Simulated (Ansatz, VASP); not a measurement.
**Two plane-wave programs on GaAs**

```
CELL_PARAMETERS angstrom
0.00000 2.90652 2.67400
2.90652 0.00000 2.67400
2.90652 2.90652 0.00000
ATOMIC_POSITIONS crystal
Ga 0.00000 0.00000 0.00000
As 0.75000 0.75000 0.75000
```

Alike in both runs: task single point; functional PBEsol; k mesh 12 × 12 × 12; occupations gaussian, width 0.05 eV; no spin polarisation.

|  | VASP | Ansatz |
| --- | --- | --- |
| version | VASP 6.6.1 | Ansatz 0.2.0 |
| potentials or method | VASP PAW PBE potentials, release 64 (Ga_d, As), cutoff 520 eV | scalar-relativistic, plane waves, PAW |
| valence electrons in the cell | 18 | 28 |

```csv
,VASP,Ansatz,Ansatz less VASP
gap on the k mesh at the Fermi level (eV),0.13,0.12,-0.013
least direct gap on the mesh (eV),0.13,0.12,-0.013
pressure (GPa),0.2,0.1,-0.16
"traceless stress, the component that is largest in VASP (GPa)",2.81,2.82,+0.004
```

VASP's potentials were made for PBE, not for PBEsol. The functional is the same, so the differences come from potentials, cutoffs and numerics. VASP's potentials hold 18 valence electrons a cell and Ansatz's 28, so a difference there can come from the potentials and not from the codes.
